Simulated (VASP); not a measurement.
Write the native input for VASP 6.6.1 that does the following.

- Task: single point
- Functional: PBEsol
- Potentials or basis: VASP PAW PBE potentials, release 64 (Be)
- Cutoff: 520 eV
- k mesh: 12 × 12 × 2
- Occupations: gaussian, width 0.1 eV
- Spin: no spin polarisation
- Dipole correction: no
- Further INCAR settings: ALGO = Fast; EDIFF = 1e-06; NBANDS = 18

The structure of Be lies in POSCAR:

```
Be
1.0
    2.2471726250      0.0000000000      0.0000000000
   -1.1235863125      1.9461085799      0.0000000000
    0.0000000000      0.0000000000     14.3205174330
Be
8
Direct
    0.0000000000      0.0000000000      0.0000000000
    0.0000000000      0.0000000000      0.5000000000
    0.0000000000      0.0000000000      0.2500000000
    0.0000000000      0.0000000000      0.7500000000
    0.3333333333      0.6666666667      0.3750000000
    0.3333333333      0.6666666667      0.8750000000
    0.6666666667      0.3333333333      0.1250000000
    0.6666666667      0.3333333333      0.6250000000
```

The input as run:

INCAR

```
ALGO = Fast
EDIFF = 1E-6
ENCUT = 520
GGA = PS
ISIF = 2
ISMEAR = 0
LASPH = T
LCHARG = F
LREAL = F
LWAVE = F
NBANDS = 18
NELM = 80
PREC = Accurate
SIGMA = 0.1
```

KPOINTS

```
k-points
0
Gamma
  12 12 2
```

Potentials or basis: VASP PAW PBE potentials, release 64 (Be).

Run with:

```console
$ cat potpaw_PBE.64/Be/POTCAR > POTCAR
$ mpirun -np 1 vasp_std > vasp.out
```

It gave:

| Quantity | Value |
| --- | --- |
| Pressure | 0.3 GPa |
| Band gap on the k mesh | zero (bands 8 and 9 overlap by 1.45 eV) |

Caveat: the PAW data sets were made with another functional, which shifts forces and pressure a little.

Run time: 20 s on 1 thread of Intel(R) Xeon(R) 6975P-C (Granite Rapids) (shared host), peak memory 0.18 GiB.
